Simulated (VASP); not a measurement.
# RbBr (Fm-3m) in VASP: further runs, part 2 of 2

VASP 6.6.1. Earlier steps stand in the parts before.

### 3 Single point, PBEsol

Contents of INCAR:

```
  PREC = Accurate
  ENCUT = 520
  EDIFF = 1E-7
  ISMEAR = 0
  SIGMA = 0.01
  LREAL = False
  LASPH = True
  NELM = 80
  ALGO = Normal
  ISIF = 2
  LWAVE = False
  LCHARG = True
  GGA = PS
  LELF = True
  LVHAR = True
  NBANDS = 15
```

Contents of KPOINTS:

```
regular mesh
0
Gamma
  6 6 6
```

Contents of POSCAR:

```
RbBr
1.0
    0.0000000000      3.4270000000      3.4270000000
    3.4270000000      0.0000000000      3.4270000000
    3.4270000000      3.4270000000      0.0000000000
Rb Br
1 1
Direct
    0.0000000000      0.0000000000      0.0000000000
    0.5000000000      0.5000000000      0.5000000000
```

Potentials or basis: VASP PAW PBE potentials, release 64 (Rb_sv, Br).

The run is started by

```bash
$ cat potpaw_PBE.64/Rb_sv/POTCAR potpaw_PBE.64/Br/POTCAR > POTCAR
$ mpirun -np 1 vasp_std > vasp.out
```

OUTCAR:

```text
PREC = Accurate
   ENCUT = 520
   EDIFF = 1E-7
   ISMEAR = 0
   LREAL = False
   LASPH = True
   NELM = 80
   ISIF = 2
   GGA = PS

 ion  position               nearest neighbor table
   1  0.000  0.000  0.000-   2 3.43   2 3.43   2 3.43   2 3.43   2 3.43   2 3.43
   2  0.500  0.500  0.500-   1 3.43   1 3.43   1 3.43   1 3.43   1 3.43   1 3.43

  LATTYP: Found a face centered cubic cell.
 ALAT       =     6.8540000000

  Lattice vectors:

 A1 = (   0.0000000000,   3.4270000000,   3.4270000000)
 A2 = (   3.4270000000,   0.0000000000,   3.4270000000)
 A3 = (   3.4270000000,   3.4270000000,   0.0000000000)

Analysis of symmetry for initial positions (statically):
=====================================================================
 Subroutine PRICEL returns:
 Original cell was already a primitive cell.

 Routine SETGRP: Setting up the symmetry group for a
 face centered cubic supercell.

 Subroutine GETGRP returns: Found 48 space group operations
 (whereof 48 operations were pure point group operations)
 out of a pool of 48 trial point group operations.

The static configuration has the point symmetry O_h .

Analysis of symmetry for dynamics (positions and initial velocities):
[... 166 lines left out ...]
      8      -1.8455      2.00000
      9       2.3665      0.00000
     10       5.3552      0.00000
     11       5.3552      0.00000
     12       5.3552      0.00000
     13       6.2462      0.00000
     14       6.2462      0.00000
[... 257 lines left out ...]
      2     -14.0051      2.00000
      3     -10.4480      2.00000
      4     -10.3908      2.00000
      5     -10.2931      2.00000
      6      -2.2738      2.00000
      7      -2.2691      2.00000
      8      -2.1160      2.00000
      9       4.3557      0.00000
     10       5.9170      0.00000
     11       6.0264      0.00000
     12       7.0144      0.00000
     13       8.0873      0.00000
     14       9.0098      0.00000
     15       9.4281      0.00000

------------------------ aborting loop because EDIFF is reached ----------------------------------------

  FORCE on cell =-STRESS in cart. coord.  units (eV):
  Direction    XX          YY          ZZ          XY          YZ          ZX
  --------------------------------------------------------------------------------------
  -------------------------------------------------------------------------------------
  Total       -0.0100275     -0.0100275     -0.0100275      0.0000000      0.0000000     -0.0000000
  in kB       -0.1995855     -0.1995855     -0.1995855      0.0000000      0.0000000     -0.0000000
  external PRESSURE =      -0.1995855 kB  Pullay stress =       0.0000000 kB

 VOLUME and BASIS-vectors are now :
 -----------------------------------------------------------------------------
  energy-cutoff  :      520.00
  volume of cell :       80.50
      direct lattice vectors                 reciprocal lattice vectors
     0.000000000  3.427000000  3.427000000    -0.145900204  0.145900204  0.145900204
     3.427000000  0.000000000  3.427000000     0.145900204 -0.145900204  0.145900204
     3.427000000  3.427000000  0.000000000     0.145900204  0.145900204 -0.145900204

 POSITION                                       TOTAL-FORCE (eV/Angst)
 -----------------------------------------------------------------------------------
      0.00000      0.00000      0.00000         0.000000      0.000000     -0.000000
      3.42700      3.42700      3.42700        -0.000000     -0.000000      0.000000
 -----------------------------------------------------------------------------------
    total drift:                                0.000000      0.000000      0.000000

  FREE ENERGIE OF THE ION-ELECTRON SYSTEM (eV)
  ---------------------------------------------------
  free  energy   TOTEN  =        -6.3553855885 eV

  energy  without entropy=       -6.3553855885  energy(sigma->0) =       -6.35538559
```

OSZICAR:

```text
N       E                     dE             d eps       ncg     rms          rms(c)
DAV:   1     0.827594734079E+02    0.82759E+02   -0.65933E+03   480   0.907E+02
DAV:   2    -0.114617494893E+01   -0.83906E+02   -0.77847E+02   683   0.164E+02
DAV:   3    -0.644598745767E+01   -0.52998E+01   -0.52754E+01   649   0.423E+01
DAV:   4    -0.655974684404E+01   -0.11376E+00   -0.11374E+00   698   0.567E+00
DAV:   5    -0.656031281934E+01   -0.56598E-03   -0.56597E-03   663   0.395E-01    0.277E+00
DAV:   6    -0.636154851052E+01    0.19876E+00   -0.23682E-01   564   0.227E+00    0.182E+00
DAV:   7    -0.634498178498E+01    0.16567E-01   -0.10365E-01   613   0.159E+00    0.921E-01
DAV:   8    -0.635471239417E+01   -0.97306E-02   -0.11881E-02   524   0.637E-01    0.105E-01
DAV:   9    -0.635500438785E+01   -0.29199E-03   -0.53136E-04   642   0.116E-01    0.596E-02
DAV:  10    -0.635537663537E+01   -0.37225E-03   -0.48472E-04   508   0.115E-01    0.206E-02
DAV:  11    -0.635537942615E+01   -0.27908E-05   -0.22797E-05   607   0.248E-02    0.771E-03
DAV:  12    -0.635538538884E+01   -0.59627E-05   -0.91336E-06   522   0.165E-02    0.151E-03
DAV:  13    -0.635538561004E+01   -0.22120E-06   -0.37857E-07   641   0.326E-03    0.224E-03
DAV:  14    -0.635538558851E+01    0.21530E-07   -0.18209E-07   536   0.214E-03
   1 F= -.63553856E+01 E0= -.63553856E+01  d E =-.626791-108
```

stdout:

```text
POSCAR found type information on POSCAR RbBr
 POSCAR found :  2 types and       2 ions
 scaLAPACK will be used
 -----------------------------------------------------------------------------
|                                                                             |
|                                                                             |
|     You enforced a specific xc type in the INCAR file but a different       |
|     I HOPE YOU KNOW WHAT YOU ARE DOING!                                     |
|                                                                             |
 -----------------------------------------------------------------------------

 LDA part: xc-table for (Slater+PW92), standard interpolation
 POSCAR, INCAR and KPOINTS ok, starting setup
 FFT: planning ... GRIDC
 FFT: planning ... GRID_SOFT
 FFT: planning ... GRID
 WAVECAR not read
 entering main loop
```

Wall time 24 s (1 thread of AMD EPYC 7R43 (Zen 3), shared host); peak memory 0.17 GiB.

Results:

```
Free energy            : -6.3554 eV
Pressure               : 0.0 GPa
Band gap on the k mesh : 4.21 eV
```

Caveat: the PAW data sets were made with another functional, which shifts forces and pressure a little. PBEsol gaps usually lie below the measured ones, often by a third to a half.
